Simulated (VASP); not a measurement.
# CuCl2 (Fm-3m) in VASP: single point with r2SCAN+U

Aim: the single point of CuCl2 with r2SCAN+U.

Program: VASP 6.6.1. These are calculated values, not measurements. Logs are shortened: lines on timing, memory, paths and dates and some standing lists are left out, and cuts for length are marked.

## (1) The cell of the first run

It takes space group Fm-3m (No. 225, cubic). The conventional cell has a = 6.088 Å, b = 6.088 Å, c = 6.088 Å, α = 90.00°, β = 90.00°, γ = 90.00°. Within 3.5 Å of Cu (site symmetry m-3m) lie 8 Cl at 2.64 Å. Cl (site symmetry -43m) has 4 Cu at 2.64 Å and 6 Cl at 3.04 Å within 3.5 Å.

## (2) Single point, r2SCAN+U, collinear spin

File POSCAR:

```
CuCl2
1.0
    0.0000000000      3.0438866400      3.0438866400
    3.0438866400      0.0000000000      3.0438866400
    3.0438866400      3.0438866400      0.0000000000
Cu Cl
1 2
Direct
    0.0000000000      0.0000000000      0.0000000000
    0.2500000000      0.2500000000      0.2500000000
    0.7500000000      0.7500000000      0.7500000000
```

File INCAR.step1:

```
PREC     = Accurate       # precision mode
ENCUT    = 520            # plane-wave cutoff, eV
ISMEAR   = 0              # smearing method
SIGMA    = 0.05           # smearing width, eV
LREAL    = False          # projectors in reciprocal space
LASPH    = True           # aspherical terms in the spheres
NELM     = 150            # most SCF steps
ISPIN    = 2              # spin polarisation
MAGMOM   = 1 0 0          # initial moments
LMAXMIX  = 4              # l up to which the mixer works
LDAU     = True           # DFT+U
LDAUTYPE = 2            
LDAUL    = 2 -1           # shell
LDAUU    = 2 0            # U, eV
LDAUJ    = 0 0          
NBANDS   = 24             # bands
GGA      = PE             # functional
ALGO     = Normal         # electronic algorithm
EDIFF    = 1E-4           # SCF threshold, eV
LWAVE    = True           # write WAVECAR
LCHARG   = False          # write CHGCAR
```

File INCAR.step2:

```
PREC     = Accurate       # precision mode
ENCUT    = 520            # plane-wave cutoff, eV
EDIFF    = 1E-6           # SCF threshold, eV
ISMEAR   = 0              # smearing method
SIGMA    = 0.05           # smearing width, eV
LREAL    = False          # projectors in reciprocal space
LASPH    = True           # aspherical terms in the spheres
NELM     = 150            # most SCF steps
ALGO     = Normal         # electronic algorithm
ISIF     = 2              # what is computed and relaxed
LWAVE    = False          # write WAVECAR
LCHARG   = False          # write CHGCAR
ISPIN    = 2              # spin polarisation
MAGMOM   = 1 0 0          # initial moments
LORBIT   = 11             # projections on sites
LMAXMIX  = 4              # l up to which the mixer works
LDAU     = True           # DFT+U
LDAUTYPE = 2            
LDAUL    = 2 -1           # shell
LDAUU    = 2 0            # U, eV
LDAUJ    = 0 0          
LDAUPRINT= 1            
METAGGA  = R2SCAN         # meta-GGA
LMIXTAU  = True         
NBANDS   = 24             # bands
ISTART   = 1
```

File KPOINTS:

```
Automatic mesh
0
Gamma
  5 5 5
```

Potentials or basis: VASP PAW PBE potentials, release 64 (Cu, Cl).

Run with:

```console
$ cat potpaw_PBE.64/Cu/POTCAR potpaw_PBE.64/Cl/POTCAR > POTCAR
$ cp INCAR.step1 INCAR
$ mpirun -np 1 vasp_std > vasp.out
$ cp INCAR.step2 INCAR
$ mpirun -np 1 vasp_std > vasp.out
```

OUTCAR:

```text
PREC = Accurate
   ENCUT = 520
   EDIFF = 1E-6
   ISMEAR = 0
   LREAL = False
   LASPH = True
   NELM = 150
   ISIF = 2
   ISPIN = 2
   LORBIT = 11
   METAGGA = R2SCAN
   ISTART = 1

 ion  position               nearest neighbor table
   1  0.000  0.000  0.000-   3 2.64   3 2.64   3 2.64   2 2.64   3 2.64   2 2.64   2 2.64   2 2.64

   2  0.250  0.250  0.250-   1 2.64   1 2.64   1 2.64   1 2.64
   3  0.750  0.750  0.750-   1 2.64   1 2.64   1 2.64   1 2.64

  LATTYP: Found a face centered cubic cell.
 ALAT       =     6.0877732800

  Lattice vectors:

 A1 = (   0.0000000000,   3.0438866400,   3.0438866400)
 A2 = (   3.0438866400,   0.0000000000,   3.0438866400)
 A3 = (   3.0438866400,   3.0438866400,   0.0000000000)

Analysis of symmetry for initial positions (statically):
=====================================================================
 Subroutine PRICEL returns:
 Original cell was already a primitive cell.

 Routine SETGRP: Setting up the symmetry group for a
 face centered cubic supercell.

 Subroutine GETGRP returns: Found 48 space group operations
 (whereof 48 operations were pure point group operations)
 out of a pool of 48 trial point group operations.

The static configuration has the point symmetry O_h .

Analysis of symmetry for dynamics (positions and initial velocities):
=====================================================================
 Subroutine PRICEL returns:
 Original cell was already a primitive cell.

 Routine SETGRP: Setting up the symmetry group for a
 face centered cubic supercell.

 Subroutine GETGRP returns: Found 48 space group operations
 (whereof 48 operations were pure point group operations)
 out of a pool of 48 trial point group operations.

The dynamic configuration has the point symmetry O_h .

Analysis of structural, dynamic, and magnetic symmetry:
=====================================================================
 Subroutine PRICEL returns:
 Original cell was already a primitive cell.

 Routine SETGRP: Setting up the symmetry group for a
 face centered cubic supercell.

 Subroutine GETGRP returns: Found 48 space group operations
 (whereof 48 operations were pure point group operations)
 out of a pool of 48 trial point group operations.

The overall configuration has the point symmetry O_h .

 Subroutine INISYM returns: Found 48 space group operations
 (whereof 48 operations are pure point group operations),
 and found     1 'primitive' translations

----------------------------------------------------------------------------------------

                                     Primitive cell

  volume of cell :      56.4047

  direct lattice vectors                    reciprocal lattice vectors
     0.000000000  3.043886640  3.043886640    -0.164263673  0.164263673  0.164263673
     3.043886640  0.000000000  3.043886640     0.164263673 -0.164263673  0.164263673
     3.043886640  3.043886640  0.000000000     0.164263673  0.164263673 -0.164263673

  length of vectors
     4.304705769  4.304705769  4.304705769     0.284513028  0.284513028  0.284513028

  position of ions in fractional coordinates (direct lattice)
     0.000000000  0.000000000  0.000000000
     0.250000000  0.250000000  0.250000000
     0.750000000  0.750000000  0.750000000

  ion indices of the primitive-cell ions
   primitive index   ion index
                 1           1
                 2           2
                 3           3

----------------------------------------------------------------------------------------

 KPOINTS: Automatic mesh

Automatic generation of k-mesh.
 Grid dimensions read from file:
 generate k-points for:    5    5    5

 Generating k-lattice:

  Cartesian coordinates                     Fractional coordinates (reciprocal lattice)
[... 60 lines left out ...]
   ISMEAR =     0;   SIGMA  =   0.05  broadening in eV -4-tet -1-fermi 0-gaus
   EFERMI_NEDOS =   21; number of points for ismear=-14 and -15
   IALGO  =     38    algorithm
   IMIX   =      4    mixing-type and parameters
     AMIX     =   0.40;   BMIX     =  1.00
     AMIX_MAG =   1.60;   BMIX_MAG =  1.00
  volume/ion in A,a.u.               =      18.80       126.88
  Fermi-wavevector in a.u.,A,eV,Ry     =   1.248197  2.358750 21.197809  1.557995
  Thomas-Fermi vector in A             =   2.382294
   LORBIT       =     11    0 simple, 1 ext, 2 COOP (PROOUT), +10 PAW based schemes
 LDA+U is selected, type is set to LDAUTYPE =  2
   angular momentum for each species LDAUL =     2   -1
   U (eV)           for each species LDAUU =   2.0  0.0
   J (eV)           for each species LDAUJ =   0.0  0.0
   METAGGA = R2SCAN    functional components
   LHFCALC =     F    Hartree Fock is set to
   AEXX    =    0.0000 exact exchange contribution
   IVDW    =     0    specifies the selected vdW correction
   LEPSILON=     F    determine dielectric tensor
   LRPA    =     F    only Hartree local field effects (RPA)
 spin polarized calculation
 Gauss-broadening in eV      SIGMA  =   0.05
  energy-cutoff  :      520.00
  volume of cell :       56.40
 maximum number of plane-waves:      1532
   NGX = 17   NGY = 17   NGZ = 17

atom =   1  type =  1  l = 2

 onsite density matrix

spin component  1

  0.9197 -0.0000  0.0000 -0.0000 -0.0000
 -0.0000  0.9197 -0.0000 -0.0000 -0.0000
  0.0000 -0.0000  0.9556 -0.0000 -0.0000
 -0.0000 -0.0000 -0.0000  0.9197 -0.0000
 -0.0000 -0.0000 -0.0000 -0.0000  0.9556

spin component  2

  0.9181 -0.0000  0.0000 -0.0000 -0.0000
 -0.0000  0.9181 -0.0000 -0.0000 -0.0000
  0.0000 -0.0000  0.9555 -0.0000 -0.0000
 -0.0000 -0.0000 -0.0000  0.9181 -0.0000
 -0.0000 -0.0000 -0.0000 -0.0000  0.9555

 occupancies and eigenvectors

  o =  0.9181  v =  0.0000  0.0000  0.0000  0.0000  0.0000  0.0000 -0.9724  0.0000 -0.2333 -0.0000      0.0000  0.0000  0.0000  0.0000  0.0000  0.0000  0.0000  0.0000  0.0000  0.0000
  o =  0.9181  v =  0.0000  0.0000  0.0000  0.0000  0.0000  1.0000  0.0000  0.0000  0.0000  0.0000      0.0000  0.0000  0.0000  0.0000  0.0000  0.0000  0.0000  0.0000  0.0000  0.0000
  o =  0.9181  v =  0.0000  0.0000  0.0000  0.0000  0.0000  0.0000  0.2333  0.0000 -0.9724  0.0000      0.0000  0.0000  0.0000  0.0000  0.0000  0.0000  0.0000  0.0000  0.0000  0.0000
  o =  0.9197  v =  0.0000  0.9744 -0.0000  0.2249 -0.0000  0.0000  0.0000  0.0000  0.0000  0.0000      0.0000  0.0000  0.0000  0.0000  0.0000  0.0000  0.0000  0.0000  0.0000  0.0000
  o =  0.9197  v =  0.0000  0.2249  0.0000 -0.9744  0.0000  0.0000  0.0000  0.0000  0.0000  0.0000      0.0000  0.0000  0.0000  0.0000  0.0000  0.0000  0.0000  0.0000  0.0000  0.0000
  o =  0.9197  v =  1.0000  0.0000  0.0000  0.0000  0.0000  0.0000  0.0000  0.0000  0.0000  0.0000      0.0000  0.0000  0.0000  0.0000  0.0000  0.0000  0.0000  0.0000  0.0000  0.0000
  o =  0.9555  v =  0.0000  0.0000  0.0000  0.0000  0.0000  0.0000 -0.0000 -0.9202 -0.0000  0.3913      0.0000  0.0000  0.0000  0.0000  0.0000  0.0000  0.0000  0.0000  0.0000  0.0000
  o =  0.9555  v =  0.0000  0.0000  0.0000  0.0000  0.0000  0.0000  0.0000  0.3913  0.0000  0.9202      0.0000  0.0000  0.0000  0.0000  0.0000  0.0000  0.0000  0.0000  0.0000  0.0000
  o =  0.9556  v =  0.0000 -0.0000 -0.9743 -0.0000  0.2250  0.0000  0.0000  0.0000  0.0000  0.0000      0.0000  0.0000  0.0000  0.0000  0.0000  0.0000  0.0000  0.0000  0.0000  0.0000
  o =  0.9556  v =  0.0000  0.0000  0.2250  0.0000  0.9743  0.0000  0.0000  0.0000  0.0000  0.0000      0.0000  0.0000  0.0000  0.0000  0.0000  0.0000  0.0000  0.0000  0.0000  0.0000

 number of electron      25.0000007 magnetization       0.0082674

 Free energy of the ion-electron system (eV)
  ---------------------------------------------------
  ext. energy  EPLUGINS =         0.00000000
  ---------------------------------------------------
  free energy    TOTEN  =       -22.80983077 eV

  energy without entropy =      -22.80702420  energy(sigma->0) =      -22.80842748

 E-fermi :   2.7199     XC(G=0): -10.4106

 val. band max:        2.6738636101   @ k =   0.4000   0.2000   0.0000
 cond. band min:       2.8802885811   @ k =  -0.4000   0.4000   0.0000
 fundamental gap:      0.2064249710
 Fermi energy:         2.7199355370

 spin component 1

 k-point     1 :       0.0000    0.0000    0.0000
  band No.  band energies     occupation
      1     -13.5072      1.00000
      2     -11.0625      1.00000
      3      -1.4223      1.00000
      4      -1.4223      1.00000
      5      -1.4223      1.00000
      6       1.1619      1.00000
[... 259 lines left out ...]
     23      19.4306      0.00000
     24      19.4738      0.00000
 Fermi energy:         2.7199355370

 spin component 2

 k-point     1 :       0.0000    0.0000    0.0000
  band No.  band energies     occupation
      1     -13.5050      1.00000
      2     -11.0596      1.00000
      3      -1.4186      1.00000
      4      -1.4185      1.00000
      5      -1.4185      1.00000
      6       1.1655      1.00000
[... 259 lines left out ...]
     23      19.4325      0.00000
     24      19.4753      0.00000

------------------------ aborting loop because EDIFF is reached ----------------------------------------

  FORCE on cell =-STRESS in cart. coord.  units (eV):
  Direction    XX          YY          ZZ          XY          YZ          ZX
  --------------------------------------------------------------------------------------
  -------------------------------------------------------------------------------------
  Total        0.2986832      0.2986832      0.2986832      0.0000000      0.0000000      0.0000000
  in kB        8.4841046      8.4841046      8.4841046      0.0000000      0.0000000      0.0000000
  external PRESSURE =       8.4841046 kB  Pullay stress =       0.0000000 kB

 VOLUME and BASIS-vectors are now :
 -----------------------------------------------------------------------------
  energy-cutoff  :      520.00
  volume of cell :       56.40
      direct lattice vectors                 reciprocal lattice vectors
     0.000000000  3.043886640  3.043886640    -0.164263673  0.164263673  0.164263673
     3.043886640  0.000000000  3.043886640     0.164263673 -0.164263673  0.164263673
     3.043886640  3.043886640  0.000000000     0.164263673  0.164263673 -0.164263673

 POSITION                                       TOTAL-FORCE (eV/Angst)
 -----------------------------------------------------------------------------------
      0.00000      0.00000      0.00000        -0.000000     -0.000000     -0.000000
      1.52194      1.52194      1.52194        -0.000000     -0.000000     -0.000000
      4.56583      4.56583      4.56583         0.000000      0.000000      0.000000
 -----------------------------------------------------------------------------------
    total drift:                                0.000000     -0.000000      0.000000

  FREE ENERGIE OF THE ION-ELECTRON SYSTEM (eV)
  ---------------------------------------------------
  free  energy   TOTEN  =       -22.8098307656 eV

  energy  without entropy=      -22.8070242025  energy(sigma->0) =      -22.80842748

 total charge

# of ion       s       p       d       tot
------------------------------------------
    1        0.204   0.179   9.317   9.700
    2        1.630   3.470   0.000   5.100
    3        1.630   3.470   0.000   5.100
--------------------------------------------------
tot          3.463   7.119   9.317  19.900

 magnetization (x)

# of ion       s       p       d       tot
------------------------------------------
    1       -0.000  -0.000   0.005   0.005
    2        0.000   0.001   0.000   0.002
    3        0.000   0.001   0.000   0.002
--------------------------------------------------
tot          0.000   0.003   0.005   0.008
```

Wall time 79 s (1 thread of Intel Xeon Platinum 8259CL at 2.50GHz (Skylake/Cascade Lake), shared host); peak memory 0.22 GiB.

What came out:

```yaml
Free_energy: -22.8098 eV
Pressure: 0.8 GPa
Net_moment: 0.01 μB per cell
Valence_electrons_inside_the_program's_atomic_spheres: Cu 9.70; Cl 5.10
```

Eigenvalues of the final occupation matrices:
```csv
site,spin,trace,eigenvalues
site 1 d,1,4.67,0.92 0.92 0.92 0.96 0.96
site 1 d,2,4.67,0.92 0.92 0.92 0.96 0.96
```

Caveat: the PAW data sets were made with another functional, which shifts forces and pressure a little.
